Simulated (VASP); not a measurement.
# MgO (Fm-3m) in VASP: a series of runs

Runs on MgO. Level: PBE. Tasks: G0W0 quasiparticle levels.

All numbers are computed with VASP 6.6.1; they aren't measurements. Logs are shortened: lines on timing, memory, paths and dates and some standing lists are left out, and cuts for length are marked.

## 1. The cell of the first run

Symmetry: Fm-3m, No. 225, cubic system. The conventional cell has a = 4.211 Å, b = 4.211 Å, c = 4.211 Å, α = 90.00°, β = 90.00°, γ = 90.00°. Within 2.8 Å of Mg (site symmetry m-3m) lie 6 O at 2.11 Å. O (site symmetry m-3m) has 6 Mg at 2.11 Å within 2.8 Å.

## 2. G0W0 quasiparticle levels, PBE

The input, POSCAR:

```
MgO
1.0
    0.0000000000      2.1055000000      2.1055000000
    2.1055000000      0.0000000000      2.1055000000
    2.1055000000      2.1055000000      0.0000000000
Mg O
1 1
Direct
    0.0000000000      0.0000000000      0.0000000000
    0.5000000000      0.5000000000      0.5000000000
```

The input, INCAR.step1:

```
SYSTEM = MgO
PREC     = Accurate       ! precision mode
ENCUT    = 500            ! plane-wave cutoff, eV
EDIFF    = 1E-8           ! SCF threshold, eV
ISMEAR   = 0              ! smearing method
SIGMA    = 0.01           ! smearing width, eV
LREAL    = .False.        ! projectors in reciprocal space
LASPH    = .True.         ! aspherical terms in the spheres
NELM     = 80             ! most SCF steps
ALGO     = Normal         ! electronic algorithm
LWAVE    = .True.         ! write WAVECAR
LCHARG   = .False.        ! write CHGCAR
GGA      = PE             ! functional
```

The input, INCAR.step2:

```
SYSTEM = MgO
PREC     = Accurate       ! precision mode
ENCUT    = 500            ! plane-wave cutoff, eV
EDIFF    = 1E-8           ! SCF threshold, eV
ISMEAR   = 0              ! smearing method
SIGMA    = 0.01           ! smearing width, eV
LREAL    = .False.        ! projectors in reciprocal space
LASPH    = .True.         ! aspherical terms in the spheres
NELM     = 1              ! most SCF steps
ALGO     = Exact          ! electronic algorithm
LWAVE    = .True.         ! write WAVECAR
LCHARG   = .False.        ! write CHGCAR
GGA      = PE             ! functional
NBANDS   = 726            ! bands
LOPTICS  = .True.         ! frequency-dependent dielectric function
ISTART   = 1
```

The input, INCAR.step3:

```
SYSTEM = MgO
PREC     = Accurate       ! precision mode
ENCUT    = 500            ! plane-wave cutoff, eV
EDIFF    = 1E-8           ! SCF threshold, eV
ISMEAR   = 0              ! smearing method
SIGMA    = 0.01           ! smearing width, eV
LREAL    = .False.        ! projectors in reciprocal space
LASPH    = .True.         ! aspherical terms in the spheres
ALGO     = EVGW0          ! electronic algorithm
LWAVE    = .False.        ! write WAVECAR
LCHARG   = .False.        ! write CHGCAR
GGA      = PE             ! functional
NELMGW   = 1            
NBANDS   = 726            ! bands
ENCUTGW  = 200            ! cutoff of the response function
NOMEGA   = 48             ! frequency points
PRECFOCK = Fast         
ISTART   = 1            
NBANDSGW = 12
```

The input, KPOINTS:

```
Automatic mesh
0
Gamma
  2 2 2
  0 0 0
```

Potentials or basis: VASP PAW PBE potentials, release 64 (Mg_GW, O_GW).

The run is started by

```bash
$ cat potpaw_PBE.64/Mg_GW/POTCAR potpaw_PBE.64/O_GW/POTCAR > POTCAR
$ cp INCAR.step1 INCAR
$ mpirun -np 1 vasp_std > vasp.out
$ cp INCAR.step2 INCAR
$ mpirun -np 1 vasp_std > vasp.out
$ cp INCAR.step3 INCAR
$ mpirun -np 1 vasp_std > vasp.out
```

OUTCAR:

```text
SYSTEM = MgO
   PREC = Accurate
   ENCUT = 500
   EDIFF = 1E-8
   ISMEAR = 0
   LREAL = .False.
   LASPH = .True.
   GGA = PE
   NELMGW = 1
   ENCUTGW = 200
   PRECFOCK = Fast
   ISTART = 1

 ion  position               nearest neighbor table
   1  0.000  0.000  0.000-   2 2.11   2 2.11   2 2.11   2 2.11   2 2.11   2 2.11
   2  0.500  0.500  0.500-   1 2.11   1 2.11   1 2.11   1 2.11   1 2.11   1 2.11

  LATTYP: Found a face centered cubic cell.
 ALAT       =     4.2110000000

  Lattice vectors:

 A1 = (   0.0000000000,   2.1055000000,   2.1055000000)
 A2 = (   2.1055000000,   0.0000000000,   2.1055000000)
 A3 = (   2.1055000000,   2.1055000000,   0.0000000000)

Analysis of symmetry for initial positions (statically):
=====================================================================
 Subroutine PRICEL returns:
 Original cell was already a primitive cell.

 Routine SETGRP: Setting up the symmetry group for a
 face centered cubic supercell.

 Subroutine GETGRP returns: Found 48 space group operations
 (whereof 48 operations were pure point group operations)
 out of a pool of 48 trial point group operations.

The static configuration has the point symmetry O_h .

Analysis of symmetry for dynamics (positions and initial velocities):
=====================================================================
 Subroutine PRICEL returns:
 Original cell was already a primitive cell.

 Routine SETGRP: Setting up the symmetry group for a
 face centered cubic supercell.

 Subroutine GETGRP returns: Found 48 space group operations
 (whereof 48 operations were pure point group operations)
 out of a pool of 48 trial point group operations.

The dynamic configuration has the point symmetry O_h .

 Subroutine INISYM returns: Found 48 space group operations
 (whereof 48 operations are pure point group operations),
 and found     1 'primitive' translations

----------------------------------------------------------------------------------------
[... 68 lines left out ...]
   LASPH  =      T    aspherical Exc in radial PAW
   ENCUT  =  500.0 eV  36.75 Ry    6.06 a.u.   5.43  5.43  5.43*2*pi/ulx,y,z
   NELM   =     60;   NELMIN=  2; NELMDL=  0     # of ELM steps
   EDIFF  = 0.1E-07   stopping-criterion for ELM
   LREAL  =      F    real-space projection
   EDIFFG = 0.1E-06   stopping-criterion for IOM
   NSW    =      0    number of steps for IOM
   IBRION =     -1    ionic relax: 0-MD 1-quasi-New 2-CG
   NFREE  =      0    steps in history (QN), initial steepest desc. (CG)
   ISIF   =      0    stress and relaxation
   ISYM   =      3    0-nonsym 1-usesym 2-fastsym
   POTIM  = 0.5000    time-step for ionic-motion
   TEBEG  =    0.0;   TEEND  =   0.0 temperature during run
   PSTRESS=    0.0 pullay stress
   NELECT =       8.0000    total number of electrons
   NUPDOWN=      -1.0000    fix difference up-down
   EMIN   =  10.00;   EMAX   =-10.00  energy-range for DOS
   EFERMI =   0.00;   METHOD = LEGACY
   ISMEAR =     0;   SIGMA  =   0.01  broadening in eV -4-tet -1-fermi 0-gaus
   EFERMI_NEDOS =   21; number of points for ismear=-14 and -15
   IALGO  =     38    algorithm
   IMIX   =      4    mixing-type and parameters
     AMIX     =   0.40;   BMIX     =  1.00
     AMIX_MAG =   1.60;   BMIX_MAG =  1.00
  volume/ion in A,a.u.               =       9.33        62.99
  Fermi-wavevector in a.u.,A,eV,Ry     =   1.234259  2.332411 20.727046  1.523395
  Thomas-Fermi vector in A             =   2.368956
   LORBIT       =      0    0 simple, 1 ext, 2 COOP (PROOUT), +10 PAW based schemes
   GGA     = PE    functional components
   LHFCALC =     T    Hartree Fock is set to
   PRECFOCK=fast      Normal, Fast or Accurate (Low or Medium for compatibility)
   ENCUT4O =  -1.0   cutoff for four orbital integrals eV
   NKREDX  =     1    reduce k-point grid by
   NKREDY  =     1    reduce k-point grid by
   NKREDZ  =     1    reduce k-point grid by
   AEXX    =    1.0000 exact exchange contribution
   HFSCREEN=    0.0000 screening length (either q_TF or 0.3 A-1)
   HFSCREENC=   0.0000 screening length for correlation (either q_TF or 0.3 A-1)
   ENCUTFOCK=  -1.0 apply spherical cutoff to Coloumb kernel
   IVDW    =     0    specifies the selected vdW correction
   LEPSILON=     F    determine dielectric tensor
   LRPA    =     F    only Hartree local field effects (RPA)
   LRPAFORCE           =     F    calculate RPA forces
   ENCUTGW             = 200.0    cutoff for response function in eV
   ENCUTGWSOFT         = 160.0    soft cutoff for Coulomb kernel in GW response function in eV
   ENCUTLF             =  -1.0    cutoff for local field effects
   NELMGW              =     1    number of iterations in solving QP/BSE equation
   NELMHF              =     1    number of iterations in the inner HF iteration
   NKREDLFX            =     1    NKREDLFY  =   1   NKREDLFZ  =   1
 non-spin polarized calculation
 Gauss-broadening in eV      SIGMA  =   0.01
  energy-cutoff  :      500.00
  volume of cell :       18.67
 maximum number of plane-waves:       476
 NGX is ok and might be reduce to    24
  NGX = 12; NGY = 12; NGZ = 12
   NGX = 11   NGY = 11   NGZ = 11
 maximum number of plane-waves:       120

 QP shifts <psi_nk| G(iteration)W_0 |psi_nk>: iteration 1
 for sc-GW calculations column KS-energies equals QP-energies in previous step
 and V_xc(KS)=  KS-energies - (<T + V_ion + V_H > + <T+V_H+V_ion>^1  + <V_x>^1)

 k-point   1 :       0.0000    0.0000    0.0000
  band No.  KS-energies  QP-energies   sigma(KS)   V_xc(KS)     V^pw_x(r,r')   Z            occupation Imag(sigma)

      1     -13.6537     -16.2902     -21.4649     -18.0055     -29.7069       0.7622       2.0000       1.2391
      2       3.6850       2.3455     -21.4272     -19.6833     -25.9711       0.7681       2.0000       0.2356
      3       3.6850       2.3455     -21.4272     -19.6833     -25.9711       0.7681       2.0000       0.2356
      4       3.6850       2.3455     -21.4272     -19.6833     -25.9711       0.7681       2.0000       0.2356
      5       8.1678       9.0058     -11.0610     -12.1429      -6.4959       0.7745       0.0000      -0.1769
      6      19.0813      19.6865      -8.1352      -8.8994      -2.8153       0.7918       0.0000      -0.1956
      7      19.0813      19.6865      -8.1352      -8.8994      -2.8153       0.7918       0.0000      -0.1956
      8      19.0813      19.6865      -8.1352      -8.8994      -2.8153       0.7918       0.0000      -0.1956
      9      23.0907      22.9454      -7.7612      -7.5740      -1.4619       0.7764       0.0000      -0.7320
     10      24.7501      25.6477      -8.6652      -9.8061      -3.1631       0.7867       0.0000      -0.2069
     11      24.7501      25.6477      -8.6652      -9.8061      -3.1631       0.7867       0.0000      -0.2069
     12      27.2693      28.3381      -8.1115      -9.3913      -1.8157       0.8352       0.0000      -0.7316
[... 20 lines left out ...]
      1     -12.0409     -14.5408     -23.1863     -19.7807     -31.2760       0.7341       2.0000       1.0894
      2      -0.5795      -2.3382     -17.3144     -14.9960     -21.6574       0.7586       2.0000       0.2108
      3       2.2681       0.7614     -20.0284     -18.0417     -24.5446       0.7584       2.0000       0.2403
      4       2.2681       0.7614     -20.0284     -18.0417     -24.5446       0.7584       2.0000       0.2403
      5      12.4359      12.7967      -7.8970      -8.3484      -2.9064       0.7993       0.0000      -0.1470
      6      13.2245      14.0278      -8.5136      -9.5313      -3.5282       0.7893       0.0000      -0.1529
      7      16.6850      17.8624     -13.6538     -15.2067      -8.3598       0.7582       0.0000      -0.2028
      8      22.3234      23.5235     -10.8046     -12.3784      -4.7725       0.7625       0.0000      -0.3682
      9      22.3234      23.5235     -10.8046     -12.3784      -4.7725       0.7625       0.0000      -0.3682
     10      28.6235      29.8962      -9.9462     -11.5628      -3.8605       0.7872       0.0000      -0.5963
     11      30.0854      31.2358      -8.8715     -10.3349      -3.2041       0.7861       0.0000      -0.2908
     12      34.0310      34.5578      -7.7045      -8.3863      -1.4597       0.7726       0.0000      -0.6965
```

OUTCAR.step1:

```text
SYSTEM = MgO
   PREC = Accurate
   ENCUT = 500
   EDIFF = 1E-8
   ISMEAR = 0
   LREAL = .False.
   LASPH = .True.
[... 230 lines left out ...]
      0.00000      0.00000      0.00000        -0.000000     -0.000000      0.000000
      2.10550      2.10550      2.10550         0.000000      0.000000     -0.000000
 -----------------------------------------------------------------------------------
    total drift:                               -0.000000     -0.000000      0.000000

  FREE ENERGIE OF THE ION-ELECTRON SYSTEM (eV)
  ---------------------------------------------------
  free  energy   TOTEN  =       -11.0559850772 eV

  energy  without entropy=      -11.0559850772  energy(sigma->0) =      -11.05598508
```

OUTCAR.step2:

```text
SYSTEM = MgO
   PREC = Accurate
   ENCUT = 500
   EDIFF = 1E-8
[... 590 lines left out ...]
  --------------------------------------------------------------------------------------------------------------
     0.00000     6.96598     6.96598     6.96598     0.00000     0.00000    -0.00000
     6.04446     3.48044     3.48044     3.48044     0.00000     0.00000    -0.00000
    12.08892    -1.76360    -1.76360    -1.76360    -0.00000    -0.00000     0.00000
    18.13338    -1.64264    -1.64264    -1.64264    -0.00000    -0.00000     0.00000
    24.17784     0.18213     0.18213     0.18213    -0.00000    -0.00000     0.00000
    30.22230     1.07751     1.07751     1.07751    -0.00000    -0.00000     0.00000
[... 92 lines left out ...]
   592.35708     0.99799     0.99799     0.99799    -0.00000    -0.00000     0.00000
   598.40154     0.99803     0.99803     0.99803    -0.00000    -0.00000     0.00000
```

It took 15 s on 1 thread of Intel Xeon 6975P-C (Granite Rapids), shared host; peak memory 0.19 GiB.

Results:

```
Quasiparticle gap                                   : 6.66 eV
Least direct quasiparticle gap                      : 6.66 eV
Band gap of the starting levels on the mesh         : 4.48 eV
Least direct gap of the starting levels on the mesh : 4.48 eV
```

Caveat: the k points lie up to 1.29 Å⁻¹ apart, too coarse for converged energies, forces and pressures; bands, screening cutoff and mesh are small and nothing is extrapolated, so the quasiparticle values aren't converged.

(Continued in part 2 of 2.)
